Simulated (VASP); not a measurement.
# CoSbH4 (Cmmm) in VASP: a series of runs, part 3 of 3

VASP 6.6.1. Earlier steps stand in the parts before.

### Step 4. Single point, PBE

This run uses another cell than the first one, of 12.14 Å³/atom.

INCAR

```
PREC = Accurate
ENCUT = 520
EDIFF = 1E-6
ISMEAR = 0
SIGMA = 0.1
LREAL = False
LASPH = True
NELM = 80
ALGO = Normal
ISIF = 2
LWAVE = False
LCHARG = False
GGA = PE
NBANDS = 18
```

KPOINTS

```
Automatic mesh
0
Gamma
  8 8 6
```

POSCAR

```
CoSbH4
1.0
    2.6233523801     -2.6839923611      0.0000000000
    2.6233523801      2.6839923611      0.0000000000
    0.0000000000      0.0000000000      5.1738485257
Co Sb H
1 1 4
Direct
    0.5000000000      0.5000000000      0.5000000000
    0.0000000000      0.0000000000      0.5000000000
    0.5840638771      0.5840638771      0.7952999599
    0.4159361229      0.4159361229      0.7952999599
    0.4159361229      0.4159361229      0.2047000401
    0.5840638771      0.5840638771      0.2047000401
```

Potentials or basis: VASP PAW PBE potentials, release 64 (Co, Sb, H).

Launch:

```sh
cat potpaw_PBE.64/Co/POTCAR potpaw_PBE.64/Sb/POTCAR potpaw_PBE.64/H/POTCAR > POTCAR
mpirun -np 1 vasp_std > vasp.out
```

OUTCAR:

```text
PREC = Accurate
   ENCUT = 520
   EDIFF = 1E-6
   ISMEAR = 0
   LREAL = False
   LASPH = True
   NELM = 80
   ISIF = 2
   GGA = PE

 ion  position               nearest neighbor table
   1  0.500  0.500  0.500-   3 1.59   4 1.59   5 1.59   6 1.59   2 2.62   2 2.62   2 2.68   2 2.68

   2  0.000  0.000  0.500-   1 2.62   1 2.62   1 2.68   1 2.68
   3  0.584  0.584  0.795-   4 0.88   1 1.59
   4  0.416  0.416  0.795-   3 0.88   1 1.59
   5  0.416  0.416  0.205-   6 0.88   1 1.59
   6  0.584  0.584  0.205-   5 0.88   1 1.59

  LATTYP: Found a base centered orthorhombic cell.
 ALAT       =     5.2467047602
 B/A-ratio  =     1.0231154539
 C/A-ratio  =     0.9861139062

  Lattice vectors:

 A1 = (   2.6233523801,  -2.6839923611,   0.0000000000)
 A2 = (   2.6233523801,   2.6839923611,   0.0000000000)
 A3 = (   0.0000000000,   0.0000000000,   5.1738485257)

Analysis of symmetry for initial positions (statically):
=====================================================================
 Subroutine PRICEL returns:
 Original cell was already a primitive cell.

 Routine SETGRP: Setting up the symmetry group for a
 base centered orthorhombic supercell.

 Subroutine GETGRP returns: Found  8 space group operations
 (whereof  8 operations were pure point group operations)
 out of a pool of  8 trial point group operations.

The static configuration has the point symmetry D_2h.

Analysis of symmetry for dynamics (positions and initial velocities):
=====================================================================
 Subroutine PRICEL returns:
 Original cell was already a primitive cell.

 Routine SETGRP: Setting up the symmetry group for a
 base centered orthorhombic supercell.

 Subroutine GETGRP returns: Found  8 space group operations
 (whereof  8 operations were pure point group operations)
 out of a pool of  8 trial point group operations.

The dynamic configuration has the point symmetry D_2h.

 Subroutine INISYM returns: Found  8 space group operations
 (whereof  8 operations are pure point group operations),
 and found     1 'primitive' translations

----------------------------------------------------------------------------------------

                                     Primitive cell

  volume of cell :      72.8587

  direct lattice vectors                    reciprocal lattice vectors
     2.623352380 -2.683992361  0.000000000     0.190595821 -0.186289651  0.000000000
     2.623352380  2.683992361  0.000000000     0.190595821  0.186289651  0.000000000
     0.000000000  0.000000000  5.173848526     0.000000000  0.000000000  0.193279721

  length of vectors
     3.753104409  3.753104409  5.173848526     0.266515667  0.266515667  0.193279721

  position of ions in fractional coordinates (direct lattice)
     0.500000000  0.500000000  0.500000000
     0.000000000  0.000000000  0.500000000
     0.584063877  0.584063877  0.795299960
     0.415936123  0.415936123  0.795299960
     0.415936123  0.415936123  0.204700040
     0.584063877  0.584063877  0.204700040

  ion indices of the primitive-cell ions
   primitive index   ion index
                 1           1
                 2           2
                 3           3
                 4           4
                 5           5
                 6           6

[... 30 lines left out ...]
  0.250000 -0.000000  0.000000      4.000000
  0.375000 -0.000000  0.000000      4.000000
  0.500000 -0.000000  0.000000      2.000000
  0.125000  0.125000  0.000000      2.000000
[... 16 lines left out ...]
  0.125000 -0.000000  0.166667      8.000000
  0.250000 -0.000000  0.166667      8.000000
 [... further k-points ...]
   k-points           NKPTS =     84   k-points in BZ     NKDIM =     84   number of bands    NBANDS=     18
   number of dos      NEDOS =    301   number of ions     NIONS =      6
   total plane-waves  NPLWV =  31360
   dimension x,y,z NGX =    28 NGY =   28 NGZ =   40
   dimension x,y,z NGXF=    56 NGYF=   56 NGZF=   80
   ions per type =               1   1   4
   NGX,Y,Z   is equivalent  to a cutoff of  12.40, 12.40, 12.85 a.u.
   NGXF,Y,Z  is equivalent  to a cutoff of  24.81, 24.81, 25.71 a.u.
 SYSTEM =  unknown system
   PREC   = accura    normal or accurate (medium, high low for compatibility)
   ISTART =      0    job   : 0-new  1-cont  2-samecut
   ICHARG =      2    charge: 1-file 2-atom 10-const
   ISPIN  =      1    spin polarized calculation?
   LNONCOLLINEAR =      F non collinear calculations
   LSORBIT =      F    spin-orbit coupling
   LASPH  =      T    aspherical Exc in radial PAW
   ENCUT  =  520.0 eV  38.22 Ry    6.18 a.u.   6.98  6.98  9.62*2*pi/ulx,y,z
   NELM   =     80;   NELMIN=  2; NELMDL= -5     # of ELM steps
   EDIFF  = 0.1E-05   stopping-criterion for ELM
   LREAL  =      F    real-space projection
   EDIFFG = 0.1E-04   stopping-criterion for IOM
   NSW    =      0    number of steps for IOM
   IBRION =     -1    ionic relax: 0-MD 1-quasi-New 2-CG
   NFREE  =      0    steps in history (QN), initial steepest desc. (CG)
   ISIF   =      2    stress and relaxation
   ISYM   =      2    0-nonsym 1-usesym 2-fastsym
   POTIM  = 0.5000    time-step for ionic-motion
   TEBEG  =    0.0;   TEEND  =   0.0 temperature during run
   PSTRESS=    0.0 pullay stress
   NELECT =      18.0000    total number of electrons
   NUPDOWN=      -1.0000    fix difference up-down
   EMIN   =  10.00;   EMAX   =-10.00  energy-range for DOS
   EFERMI =   0.00;   METHOD = LEGACY
   ISMEAR =     0;   SIGMA  =   0.10  broadening in eV -4-tet -1-fermi 0-gaus
   EFERMI_NEDOS =   21; number of points for ismear=-14 and -15
   IALGO  =     38    algorithm
   IMIX   =      4    mixing-type and parameters
     AMIX     =   0.40;   BMIX     =  1.00
     AMIX_MAG =   1.60;   BMIX_MAG =  1.00
  volume/ion in A,a.u.               =      12.14        81.95
  Fermi-wavevector in a.u.,A,eV,Ry     =   1.027240  1.941202 14.357159  1.055221
  Thomas-Fermi vector in A             =   2.161174
   LORBIT       =      0    0 simple, 1 ext, 2 COOP (PROOUT), +10 PAW based schemes
   GGA     = PE    functional components
   LHFCALC =     F    Hartree Fock is set to
   AEXX    =    0.0000 exact exchange contribution
   IVDW    =     0    specifies the selected vdW correction
   LEPSILON=     F    determine dielectric tensor
   LRPA    =     F    only Hartree local field effects (RPA)
 non-spin polarized calculation
 Gauss-broadening in eV      SIGMA  =   0.10
  energy-cutoff  :      520.00
  volume of cell :       72.86
 maximum number of plane-waves:      1983
   NGX = 13   NGY = 13   NGZ = 19

 number of electron      17.9999998 magnetization

 Free energy of the ion-electron system (eV)
  ---------------------------------------------------
  ext. energy  EPLUGINS =         0.00000000
  ---------------------------------------------------
  free energy    TOTEN  =       -22.95809746 eV

  energy without entropy =      -22.94290230  energy(sigma->0) =      -22.95049988

 E-fermi :   3.9308     XC(G=0):  -8.7643

 val. band max:        3.9136714230   @ k =   0.1250  -0.0000   0.0000
 cond. band min:       3.9464324547   @ k =   0.1250   0.1250   0.3333
 fundamental gap:      0.0327610317
 Fermi energy:         3.9308383280

 k-point     1 :       0.0000    0.0000    0.0000
  band No.  band energies     occupation
      1      -7.9082      2.00000
      2      -4.4176      2.00000
      3      -3.9946      2.00000
      4       1.4666      2.00000
      5       2.0620      2.00000
      6       2.3034      2.00000
[... 481 lines left out ...]
      5       1.0222      2.00000
      6       1.7534      2.00000
[... 10 lines left out ...]
     17      13.0412      0.00000
     18      13.3548      0.00000

 [... further k-points ...]

------------------------ aborting loop because EDIFF is reached ----------------------------------------

  FORCE on cell =-STRESS in cart. coord.  units (eV):
  Direction    XX          YY          ZZ          XY          YZ          ZX
  --------------------------------------------------------------------------------------
  -------------------------------------------------------------------------------------
  Total       -0.1598032     -0.1143681      0.0221205     -0.0000000      0.0000000      0.0000000
  in kB       -3.5141036     -2.5149752      0.4864349     -0.0000000      0.0000000      0.0000000
  external PRESSURE =      -1.8475480 kB  Pullay stress =       0.0000000 kB

 VOLUME and BASIS-vectors are now :
 -----------------------------------------------------------------------------
  energy-cutoff  :      520.00
  volume of cell :       72.86
      direct lattice vectors                 reciprocal lattice vectors
     2.623352380 -2.683992361  0.000000000     0.190595821 -0.186289651  0.000000000
     2.623352380  2.683992361  0.000000000     0.190595821  0.186289651  0.000000000
     0.000000000  0.000000000  5.173848526     0.000000000  0.000000000  0.193279721

 POSITION                                       TOTAL-FORCE (eV/Angst)
 -----------------------------------------------------------------------------------
      2.62335      0.00000      2.58692         0.000000      0.000000      0.000000
      0.00000      0.00000      2.58692         0.000000      0.000000      0.000000
      3.06441      0.00000      4.11476         0.001756      0.000000      0.017252
      2.18229      0.00000      4.11476        -0.001756      0.000000      0.017252
      2.18229      0.00000      1.05909        -0.001756      0.000000     -0.017252
      3.06441      0.00000      1.05909         0.001756      0.000000     -0.017252
 -----------------------------------------------------------------------------------
    total drift:                                0.000000      0.000000      0.000000

  FREE ENERGIE OF THE ION-ELECTRON SYSTEM (eV)
  ---------------------------------------------------
  free  energy   TOTEN  =       -22.9580974567 eV

  energy  without entropy=      -22.9429023001  energy(sigma->0) =      -22.95049988
```

OSZICAR:

```text
N       E                     dE             d eps       ncg     rms          rms(c)
DAV:   1     0.778400551807E+02    0.77840E+02   -0.72302E+03  3024   0.894E+02
DAV:   2    -0.189233031712E+02   -0.96763E+02   -0.89020E+02  3242   0.190E+02
DAV:   3    -0.242742152079E+02   -0.53509E+01   -0.52318E+01  3766   0.523E+01
DAV:   4    -0.243537703646E+02   -0.79555E-01   -0.79447E-01  3540   0.641E+00
DAV:   5    -0.243559270469E+02   -0.21567E-02   -0.21566E-02  4034   0.104E+00    0.127E+01
DAV:   6    -0.268478364499E+02   -0.24919E+01   -0.15382E+01  3238   0.660E+01    0.169E+01
DAV:   7    -0.231085488879E+02    0.37393E+01   -0.66037E+00  3798   0.532E+01    0.396E+00
DAV:   8    -0.229862332820E+02    0.12232E+00   -0.55610E-01  3372   0.445E+00    0.195E+00
DAV:   9    -0.229581730334E+02    0.28060E-01   -0.12038E-01  3588   0.537E+00    0.544E-01
DAV:  10    -0.229569779957E+02    0.11950E-02   -0.11855E-02  3404   0.116E+00    0.171E-01
DAV:  11    -0.229577845841E+02   -0.80659E-03   -0.15763E-03  3216   0.218E-01    0.666E-02
DAV:  12    -0.229580701413E+02   -0.28556E-03   -0.32964E-04  3154   0.999E-02    0.264E-02
DAV:  13    -0.229580898117E+02   -0.19670E-04   -0.30680E-05  3602   0.534E-02    0.906E-03
DAV:  14    -0.229580968194E+02   -0.70077E-05   -0.90988E-06  3170   0.160E-02    0.713E-03
DAV:  15    -0.229580974567E+02   -0.63728E-06   -0.14531E-06  2942   0.126E-02
   1 F= -.22958097E+02 E0= -.22950500E+02  d E =-.151952E-01
```

stdout:

```text
POSCAR found type information on POSCAR CoSbH
 POSCAR found :  3 types and       6 ions
 scaLAPACK will be used
 LDA part: xc-table for (Slater+PW92), standard interpolation
 POSCAR, INCAR and KPOINTS ok, starting setup
 FFT: planning ... GRIDC
 FFT: planning ... GRID_SOFT
 FFT: planning ... GRID
 WAVECAR not read
 entering main loop
```

Wall time 2.2 min (1 thread of Intel Xeon 8259CL, shared host); peak memory 0.27 GiB.

What came out:

```
Free energy            : -22.9581 eV
Pressure               : -0.2 GPa
Largest force          : 0.017 eV/Å
Band gap on the k mesh : zero (bands 9 and 10 overlap by 0.98 eV)
```

Forces on the atoms (eV/Å):
```
Co   0.000  0.000  0.000
Sb   0.000  0.000  0.000
H    0.002  0.000  0.017
H   -0.002  0.000  0.017
H   -0.002  0.000 -0.017
H    0.002  0.000 -0.017
```

Caveat: spin-orbit coupling is left out, which moves the levels of the heavy elements; the run has no spin polarisation, though such a crystal can be magnetic. Spin polarisation is off, so any magnetic state and its effect on volume and gap are missing.

### Step 5. Single point, PBE, collinear spin, ferromagnetic start

This run uses another cell than the first one, of 15.61 Å³/atom.

INCAR

```
PREC = Accurate ; ENCUT = 520
EDIFF = 1E-7 ; ISMEAR = 0
SIGMA = 0.2 ; LREAL = F
LASPH = T ; NELM = 150
ALGO = Normal ; ISIF = 2
LWAVE = F ; LCHARG = T
ISPIN = 2 ; MAGMOM = 3 0 0 0 0 0
LORBIT = 11 ; LMAXMIX = 4
GGA = PE ; LELF = T
LVHAR = T ; NBANDS = 22
```

KPOINTS

```
Automatic mesh
0
Gamma
  5 5 3
```

POSCAR

```
CoSbH4
1.0
    2.4875545456     -2.4840620178      0.0000000000
    2.4875545456      2.4840620178      0.0000000000
    0.0000000000      0.0000000000      7.5762504953
Co Sb H
1 1 4
Direct
    0.0000000000      0.0000000000      0.0000000000
    0.5000000000      0.5000000000      0.0000000000
    0.8211965241      0.6706068822      0.5000000000
    0.1788034759      0.3293931178      0.5000000000
    0.6706068822      0.8211965241      0.5000000000
    0.3293931178      0.1788034759      0.5000000000
```

Launch:

```sh
cat potpaw_PBE.64/Co/POTCAR potpaw_PBE.64/Sb/POTCAR potpaw_PBE.64/H/POTCAR > POTCAR
mpirun -np 1 vasp_std > vasp.out
```

Run time: 2.9 min. Hardware: 1 thread of Intel Xeon 8259CL, shared host; peak memory 0.27 GiB.

The run converged. Its results:

| Quantity | Value |
| --- | --- |
| Free energy | -22.8422 eV |
| Pressure | -0.2 GPa |
| Largest force | 0.087 eV/Å |
| Band gap on the k mesh | zero (filled and empty bands overlap) |
| Net moment | 0.00 μB per cell |
| Valence electrons inside the program's atomic spheres | Co 8.22; Sb 2.45; H 0.64 |

Forces on the atoms (eV/Å):
```
Co   0.000  0.000  0.000
Sb   0.000  0.000  0.000
H    0.019  0.085  0.000
H   -0.019 -0.085  0.000
H    0.019 -0.085  0.000
H   -0.019  0.085  0.000
```

Stress tensor (GPa, compression positive):
```
-0.55  0.00  0.00
 0.00 -0.32  0.00
 0.00  0.00  0.38
```

Levels at points of the mesh, in eV from the Fermi level:
Spin up:
| k point | band 7 | band 8 | band 9 | band 10 | band 11 | band 12 |
| --- | --- | --- | --- | --- | --- | --- |
| (0.00, 0.00, 0.00) | -0.54 | -0.54 | -0.45 | 0.98 | 1.00 | 5.55 |
Spin down:
```tsv
k point	band 7	band 8	band 9	band 10	band 11	band 12
(0.00, 0.00, 0.00)	-0.54	-0.54	-0.45	0.98	1.00	5.55
```

Caveat: spin-orbit coupling is left out, which moves the levels of the heavy elements.
